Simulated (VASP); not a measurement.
# HoS4 (P-3m1) in VASP: a series of runs

Runs on HoS4. Level: PBE. Tasks: single point, relaxation of cell and atoms.

Everything below comes from runs of VASP 6.6.1. Logs are shortened: lines on timing, memory, paths and dates and some standing lists are left out, and cuts for length are marked.

### Step 1. The cell of the first run

It takes space group P-3m1 (No. 164, trigonal). Conventional cell: a = 4.257 Å, b = 4.257 Å, c = 7.720 Å, α = 90.00°, β = 90.00°, γ = 120.00°. Ho (site symmetry -3m) has 2 S at 2.45 Å within 3.2 Å. Within 3.2 Å of S (site symmetry 3m) lie 1 Ho at 2.45 Å and 4 S at 2.51 to 2.83 Å. Within 3.4 Å of S (site symmetry 3m) lie 9 S at 2.51 to 3.37 Å.

The cell was generated, and may not be a known phase.

### Step 2. Single point, PBE

File INCAR:

```
SYSTEM = HoS4
PREC = Accurate
ENCUT = 500
EDIFF = 1E-6
ISMEAR = 0
SIGMA = 0.1
LREAL = .FALSE.
LASPH = .TRUE.
NELM = 200
ALGO = Normal
ISIF = 2
LWAVE = .FALSE.
LCHARG = .FALSE.
GGA = PE
NBANDS = 24
GGA_COMPAT = .FALSE.
LMAXMIX = 6
```

File KPOINTS:

```
regular mesh
0
G
  6 6 2
  0 0 0
```

File POSCAR:

```
HoS4
1.0
    4.2565622000      0.0000000000      0.0000000000
   -2.1282811000      3.6862910000      0.0000000000
    0.0000000000      0.0000000000      7.7202796700
Ho S
1 4
Direct
    0.0000000000      0.0000000000      0.5000000000
    0.0000000000      0.0000000000      0.8170114400
    0.0000000000      0.0000000000      0.1829885600
    0.3333333300      0.6666666700      0.1164265400
    0.6666666700      0.3333333300      0.8835734600
```

Potentials or basis: VASP PAW PBE potentials, release 64 (Ho_3, S), 4f in core.

On the command line:

```console
> cat potpaw_PBE.64/Ho_3/POTCAR potpaw_PBE.64/S/POTCAR > POTCAR
> mpirun -np 1 vasp_std > vasp.out
```

OUTCAR:

```text
SYSTEM = HoS4
   PREC = Accurate
   ENCUT = 500
   EDIFF = 1E-6
   ISMEAR = 0
   LREAL = .FALSE.
   LASPH = .TRUE.
   NELM = 200
   ISIF = 2
   GGA = PE

 ion  position               nearest neighbor table
   1  0.000  0.000  0.500-   2 2.45   3 2.45
   2  0.000  0.000  0.817-   1 2.45   5 2.51   5 2.51   5 2.51
   3  0.000  0.000  0.183-   1 2.45   4 2.51   4 2.51   4 2.51
   4  0.333  0.667  0.116-   3 2.51   3 2.51   3 2.51
   5  0.667  0.333  0.884-   2 2.51   2 2.51   2 2.51

  LATTYP: Found a hexagonal cell.
 ALAT       =     4.2565622000
 C/A-ratio  =     1.8137358994

  Lattice vectors:

 A1 = (   4.2565622000,   0.0000000000,   0.0000000000)
 A2 = (  -2.1282811000,   3.6862910000,   0.0000000000)
 A3 = (   0.0000000000,   0.0000000000,   7.7202796700)

Analysis of symmetry for initial positions (statically):
=====================================================================
 Subroutine PRICEL returns:
 Original cell was already a primitive cell.

 Routine SETGRP: Setting up the symmetry group for a
 hexagonal supercell.

 Subroutine GETGRP returns: Found 12 space group operations
 (whereof 12 operations were pure point group operations)
 out of a pool of 24 trial point group operations.

The static configuration has the point symmetry D_3d.

Analysis of symmetry for dynamics (positions and initial velocities):
=====================================================================
 Subroutine PRICEL returns:
 Original cell was already a primitive cell.

 Routine SETGRP: Setting up the symmetry group for a
 hexagonal supercell.

 Subroutine GETGRP returns: Found 12 space group operations
 (whereof 12 operations were pure point group operations)
 out of a pool of 24 trial point group operations.

The dynamic configuration has the point symmetry D_3d.

 Subroutine INISYM returns: Found 12 space group operations
 (whereof 12 operations are pure point group operations),
 and found     1 'primitive' translations

----------------------------------------------------------------------------------------

                                     Primitive cell

  volume of cell :     121.1383

  direct lattice vectors                    reciprocal lattice vectors
     4.256562200  0.000000000  0.000000000     0.234931373  0.135637691  0.000000000
    -2.128281100  3.686291000  0.000000000     0.000000000  0.271275382  0.000000000
     0.000000000  0.000000000  7.720279670     0.000000000  0.000000000  0.129528986

  length of vectors
     4.256562200  4.256562202  7.720279670     0.271275382  0.271275382  0.129528986

  position of ions in fractional coordinates (direct lattice)
     0.000000000  0.000000000  0.500000000
     0.000000000  0.000000000  0.817011440
     0.000000000  0.000000000  0.182988560
     0.333333330  0.666666670  0.116426540
     0.666666670  0.333333330  0.883573460

  ion indices of the primitive-cell ions
   primitive index   ion index
                 1           1
                 2           2
                 3           3
                 4           4
                 5           5

----------------------------------------------------------------------------------------

 KPOINTS: regular mesh

Automatic generation of k-mesh.
 Grid dimensions read from file:
 generate k-points for:    6    6    2

 Generating k-lattice:

  Cartesian coordinates                     Fractional coordinates (reciprocal lattice)
     0.039155229  0.022606282  0.000000000     0.166666667 -0.000000000  0.000000000
     0.000000000  0.045212564  0.000000000     0.000000000  0.166666667  0.000000000
     0.000000000  0.000000000  0.064764493     0.000000000  0.000000000  0.500000000

  Length of vectors
     0.045212564  0.045212564  0.064764493

  Shift w.r.t. Gamma in fractional coordinates (k-lattice)
     0.000000000  0.000000000  0.000000000

 Subroutine IBZKPT returns following result:
 ===========================================

 Found     14 irreducible k-points:

 Following reciprocal coordinates:
            Coordinates               Weight
  0.000000  0.000000  0.000000      1.000000
  0.166667  0.000000  0.000000      6.000000
  0.333333  0.000000  0.000000      6.000000
  0.500000  0.000000  0.000000      3.000000
  0.166667  0.166667  0.000000      6.000000
  0.333333  0.166667  0.000000     12.000000
  0.333333  0.333333  0.000000      2.000000
  0.000000  0.000000  0.500000      1.000000
  0.166667  0.000000  0.500000      6.000000
  0.333333  0.000000  0.500000      6.000000
  0.500000  0.000000  0.500000      3.000000
  0.166667  0.166667  0.500000      6.000000
  0.333333  0.166667  0.500000     12.000000
  0.333333  0.333333  0.500000      2.000000
   k-points           NKPTS =     14   k-points in BZ     NKDIM =     14   number of bands    NBANDS=     24
   number of dos      NEDOS =    301   number of ions     NIONS =      5
   total plane-waves  NPLWV =  57344
   dimension x,y,z NGX =    32 NGY =   32 NGZ =   56
   dimension x,y,z NGXF=    64 NGYF=   64 NGZF=  112
   ions per type =               1   4
   NGX,Y,Z   is equivalent  to a cutoff of  12.50, 12.50, 12.06 a.u.
   NGXF,Y,Z  is equivalent  to a cutoff of  25.00, 25.00, 24.12 a.u.
 SYSTEM =  HoS4
   PREC   = accura    normal or accurate (medium, high low for compatibility)
   ISTART =      0    job   : 0-new  1-cont  2-samecut
   ICHARG =      2    charge: 1-file 2-atom 10-const
   ISPIN  =      1    spin polarized calculation?
   LNONCOLLINEAR =      F non collinear calculations
   LSORBIT =      F    spin-orbit coupling
   LASPH  =      T    aspherical Exc in radial PAW
   ENCUT  =  500.0 eV  36.75 Ry    6.06 a.u.   7.76  7.76 14.08*2*pi/ulx,y,z
   NELM   =    200;   NELMIN=  2; NELMDL= -5     # of ELM steps
   EDIFF  = 0.1E-05   stopping-criterion for ELM
   LREAL  =      F    real-space projection
   EDIFFG = 0.1E-04   stopping-criterion for IOM
   NSW    =      0    number of steps for IOM
   IBRION =     -1    ionic relax: 0-MD 1-quasi-New 2-CG
   NFREE  =      0    steps in history (QN), initial steepest desc. (CG)
   ISIF   =      2    stress and relaxation
   ISYM   =      2    0-nonsym 1-usesym 2-fastsym
   POTIM  = 0.5000    time-step for ionic-motion
   TEBEG  =    0.0;   TEEND  =   0.0 temperature during run
   PSTRESS=    0.0 pullay stress
   NELECT =      33.0000    total number of electrons
   NUPDOWN=      -1.0000    fix difference up-down
   EMIN   =  10.00;   EMAX   =-10.00  energy-range for DOS
   EFERMI =   0.00;   METHOD = LEGACY
   ISMEAR =     0;   SIGMA  =   0.10  broadening in eV -4-tet -1-fermi 0-gaus
   EFERMI_NEDOS =   21; number of points for ismear=-14 and -15
   IALGO  =     38    algorithm
   IMIX   =      4    mixing-type and parameters
     AMIX     =   0.40;   BMIX     =  1.00
     AMIX_MAG =   1.60;   BMIX_MAG =  1.00
  volume/ion in A,a.u.               =      24.23       163.50
  Fermi-wavevector in a.u.,A,eV,Ry     =   1.061253  2.005477 15.323670  1.126258
  Thomas-Fermi vector in A             =   2.196663
   LORBIT       =      0    0 simple, 1 ext, 2 COOP (PROOUT), +10 PAW based schemes
   GGA     = PE    functional components
   LHFCALC =     F    Hartree Fock is set to
   AEXX    =    0.0000 exact exchange contribution
   IVDW    =     0    specifies the selected vdW correction
   LEPSILON=     F    determine dielectric tensor
   LRPA    =     F    only Hartree local field effects (RPA)
 non-spin polarized calculation
 Gauss-broadening in eV      SIGMA  =   0.10
  energy-cutoff  :      500.00
  volume of cell :      121.14
 maximum number of plane-waves:      3120
 NGX is ok and might be reduce to    32
   NGX = 15   NGY = 15   NGZ = 29

 number of electron      33.0000001 magnetization

 Free energy of the ion-electron system (eV)
  ---------------------------------------------------
  ext. energy  EPLUGINS =         0.00000000
  ---------------------------------------------------
  free energy    TOTEN  =       -18.22494036 eV

  energy without entropy =      -18.19627602  energy(sigma->0) =      -18.21060819

 E-fermi :   4.1176     XC(G=0):  -9.2780

 val. band max:        4.1007015080   @ k =   0.0000   0.0000   0.5000
 cond. band min:       4.1521955084   @ k =   0.5000   0.0000   0.0000
 fundamental gap:      0.0514940004
 Fermi energy:         4.1175670762

 k-point     1 :       0.0000    0.0000    0.0000
  band No.  band energies     occupation
      1     -20.7253      2.00000
      2     -20.7253      2.00000
      3     -20.6435      2.00000
      4     -11.6604      2.00000
      5     -10.0703      2.00000
      6      -6.5819      2.00000
[... 16 lines left out ...]
     23       7.4861      0.00000
     24       7.4861      0.00000

 k-point     2 :       0.1667    0.0000    0.0000
  band No.  band energies     occupation
      1     -20.7411      2.00000
      2     -20.7293      2.00000
      3     -20.6411      2.00000
      4     -11.4407      2.00000
      5      -9.9083      2.00000
      6      -7.0155      2.00000
[... 16 lines left out ...]
     23       7.0904      0.00000
     24       7.4851      0.00000

 k-point     3 :       0.3333    0.0000    0.0000
  band No.  band energies     occupation
      1     -20.7723      2.00000
      2     -20.7372      2.00000
      3     -20.6361      2.00000
      4     -10.8173      2.00000
      5      -9.5166      2.00000
      6      -7.9817      2.00000
[... 16 lines left out ...]
     23       6.8407      0.00000
     24       7.7137      0.00000

 k-point     4 :       0.5000    0.0000    0.0000
  band No.  band energies     occupation
      1     -20.7878      2.00000
      2     -20.7411      2.00000
      3     -20.6337      2.00000
      4     -10.1492      2.00000
      5      -9.5551      2.00000
      6      -8.1742      2.00000
[... 16 lines left out ...]
     23       7.5092      0.00000
     24       7.7952      0.00000

 k-point     5 :       0.1667    0.1667    0.0000
  band No.  band energies     occupation
      1     -20.7616      2.00000
      2     -20.7381      2.00000
      3     -20.6374      2.00000
      4     -11.0160      2.00000
      5      -9.6109      2.00000
      6      -7.7128      2.00000
[... 16 lines left out ...]
     23       6.9296      0.00000
     24       7.4900      0.00000

 k-point     6 :       0.3333    0.1667    0.0000
  band No.  band energies     occupation
      1     -20.7800      2.00000
      2     -20.7491      2.00000
      3     -20.6337      2.00000
      4     -10.2623      2.00000
      5      -9.2840      2.00000
      6      -8.4974      2.00000
[... 16 lines left out ...]
     23       7.6156      0.00000
     24       7.8458      0.00000

 k-point     7 :       0.3333    0.3333    0.0000
  band No.  band energies     occupation
      1     -20.7694      2.00000
      2     -20.7694      2.00000
      3     -20.6324      2.00000
      4      -9.7029      2.00000
      5      -9.0473      2.00000
      6      -9.0473      2.00000
[... 16 lines left out ...]
     23       7.6434      0.00000
     24       7.6434      0.00000

 k-point     8 :       0.0000    0.0000    0.5000
  band No.  band energies     occupation
      1     -20.7253      2.00000
      2     -20.7253      2.00000
      3     -20.6442      2.00000
      4     -11.5111      2.00000
      5     -10.3373      2.00000
      6      -6.1817      2.00000
[... 16 lines left out ...]
     23       7.1622      0.00000
     24       7.1622      0.00000

 k-point     9 :       0.1667    0.0000    0.5000
  band No.  band energies     occupation
      1     -20.7411      2.00000
      2     -20.7293      2.00000
      3     -20.6417      2.00000
      4     -11.2901      2.00000
      5     -10.1717      2.00000
      6      -6.6972      2.00000
[... 16 lines left out ...]
     23       7.0617      0.00000
     24       7.2373      0.00000

 k-point    10 :       0.3333    0.0000    0.5000
  band No.  band energies     occupation
      1     -20.7723      2.00000
      2     -20.7372      2.00000
      3     -20.6367      2.00000
      4     -10.6565      2.00000
      5      -9.7527      2.00000
      6      -7.8734      2.00000
[... 16 lines left out ...]
     23       6.8171      0.00000
     24       7.5305      0.00000

 k-point    11 :       0.5000    0.0000    0.5000
  band No.  band energies     occupation
      1     -20.7878      2.00000
      2     -20.7411      2.00000
      3     -20.6342      2.00000
      4      -9.9126      2.00000
      5      -9.6635      2.00000
      6      -8.5663      2.00000
[... 16 lines left out ...]
     23       7.4826      0.00000
     24       7.6551      0.00000

 k-point    12 :       0.1667    0.1667    0.5000
  band No.  band energies     occupation
      1     -20.7616      2.00000
      2     -20.7381      2.00000
      3     -20.6379      2.00000
      4     -10.8599      2.00000
      5      -9.8660      2.00000
      6      -7.4641      2.00000
[... 16 lines left out ...]
     23       6.9306      0.00000
     24       7.4488      0.00000

 k-point    13 :       0.3333    0.1667    0.5000
  band No.  band energies     occupation
      1     -20.7800      2.00000
      2     -20.7491      2.00000
      3     -20.6342      2.00000
      4     -10.0740      2.00000
      5      -9.4455      2.00000
      6      -8.4833      2.00000
[... 16 lines left out ...]
     23       7.6224      0.00000
     24       7.6656      0.00000

 k-point    14 :       0.3333    0.3333    0.5000
  band No.  band energies     occupation
      1     -20.7694      2.00000
      2     -20.7694      2.00000
      3     -20.6329      2.00000
      4      -9.3544      2.00000
      5      -9.0484      2.00000
      6      -9.0484      2.00000
[... 16 lines left out ...]
     23       7.6345      0.00000
     24       7.6345      0.00000

------------------------ aborting loop because EDIFF is reached ----------------------------------------

  FORCE on cell =-STRESS in cart. coord.  units (eV):
  Direction    XX          YY          ZZ          XY          YZ          ZX
  --------------------------------------------------------------------------------------
  -------------------------------------------------------------------------------------
  Total       -0.8071313     -0.8071313      9.9020018      0.0000000      0.0000000      0.0000000
  in kB      -10.6751295    -10.6751295    130.9640058      0.0000000      0.0000000      0.0000000
  external PRESSURE =      36.5379156 kB  Pullay stress =       0.0000000 kB

 VOLUME and BASIS-vectors are now :
 -----------------------------------------------------------------------------
  energy-cutoff  :      500.00
  volume of cell :      121.14
      direct lattice vectors                 reciprocal lattice vectors
     4.256562200  0.000000000  0.000000000     0.234931373  0.135637691  0.000000000
    -2.128281100  3.686291000  0.000000000     0.000000000  0.271275382  0.000000000
     0.000000000  0.000000000  7.720279670     0.000000000  0.000000000  0.129528986

 POSITION                                       TOTAL-FORCE (eV/Angst)
 -----------------------------------------------------------------------------------
      0.00000      0.00000      3.86014        -0.000000      0.000000      0.000000
      0.00000      0.00000      6.30756        -0.000000      0.000000      1.296808
      0.00000      0.00000      1.41272        -0.000000     -0.000000     -1.296808
     -0.00000      2.45753      0.89885         0.000000      0.000000      0.417264
      2.12828      1.22876      6.82143        -0.000000     -0.000000     -0.417264
 -----------------------------------------------------------------------------------
    total drift:                               -0.000000     -0.000000      0.000000

  FREE ENERGIE OF THE ION-ELECTRON SYSTEM (eV)
  ---------------------------------------------------
  free  energy   TOTEN  =       -18.2249403600 eV

  energy  without entropy=      -18.1962760202  energy(sigma->0) =      -18.21060819
```

Run time: 31 s. Hardware: 1 thread of AMD EPYC 9R45 (Zen 5), shared host; peak memory 0.2 GiB.

Results:

| Property | Result |
| --- | --- |
| Free energy | -18.2249 eV |
| Pressure | 3.7 GPa |
| Largest force | 1.297 eV/Å |
| Band gap on the k mesh | zero (an odd number of electrons rules out a gap without spin polarisation) |

Forces on the atoms (eV/Å):
```
Ho   0.000  0.000  0.000
S    0.000  0.000  1.297
S    0.000  0.000 -1.297
S    0.000  0.000  0.417
S    0.000  0.000 -0.417
```

Stress tensor (GPa, compression positive):
```
-1.07  0.00  0.00
 0.00 -1.07  0.00
 0.00  0.00 13.10
```

Caveat: the k points lie up to 0.41 Å⁻¹ apart, too coarse for converged energies and pressures of a metal; spin-orbit coupling is left out, which moves the levels of the heavy elements; the 4f electrons are frozen in the core, so they carry no moment and show no levels; the run has no spin polarisation, though such a crystal can be magnetic; forces of over 1 eV/Å act on the atoms, so gaps and moduli don't describe the material at rest. Spin polarisation is off, so any magnetic state and its effect on volume and gap are missing.

(Part 1 of 3 ends here.)

The gap in the log of VASP goes by the Fermi energy; the results here count the filled bands.